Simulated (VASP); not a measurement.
Input of a VASP 6.6.1 run:

Contents of INCAR:

```
ALGO = Normal ; EDIFF = 1E-8
ENCUT = 520 ; GGA = CA
ISIF = 2 ; ISMEAR = -1
LASPH = True ; LCHARG = False
LEFG = True ; LREAL = False
LWAVE = False ; NBANDS = 18
NELM = 80 ; PREC = Accurate
SIGMA = 0.03
```

The input KPOINTS:

```
k-points
0
Gamma
  13 13 13
```

POSCAR

```
InPd
1.0
    3.3042817858      0.0000000000      0.0000000000
    0.0000000000      3.3042817858      0.0000000000
    0.0000000000      0.0000000000      3.3042817858
In Pd
1 1
Direct
    0.0000000000      0.0000000000      0.0000000000
    0.5000000000      0.5000000000      0.5000000000
```

Potentials or basis: VASP PAW LDA potentials, release 64 (In_d, Pd).

The run is started by

```bash
$ cat potpaw_LDA.64/In_d/POTCAR potpaw_LDA.64/Pd/POTCAR > POTCAR
$ mpirun -np 1 vasp_std > vasp.out
```

Question: What does it give for the pressure?

Answer: -9.4 GPa.

Caveat: without QUAD_EFG the Cq values of the log hold for a quadrupole moment of 1 mb, not for the nuclei.
